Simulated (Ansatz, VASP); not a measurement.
PbF2 in VASP and in Ansatz

```
Pb F
1.0
     0.00000    3.09722    3.09722
     3.09722    0.00000    3.09722
     3.09722    3.09722    0.00000
Pb F
1 2
Direct
  0.00000 0.00000 0.00000
  0.25000 0.25000 0.25000
  0.75000 0.75000 0.75000
```

Alike in both runs: task single point; functional PBE; k mesh 10 × 10 × 10; occupations gaussian, width 0.05 eV; no spin polarisation.

```csv
,VASP,Ansatz
version,VASP 6.6.1,Ansatz 0.2.0
potentials or method,"VASP PAW PBE potentials, release 64 (Pb_d, F), cutoff 520 eV","scalar-relativistic, plane waves, PAW"
valence electrons in the cell,28,28
```

```csv
,VASP,Ansatz,Ansatz less VASP
gap on the k mesh at the Fermi level (eV),4.33,4.34,+0.006
least direct gap on the mesh (eV),4.51,4.52,+0.004
pressure (GPa),-5.2,-5.1,+0.19
```

Spin-orbit coupling is off throughout.
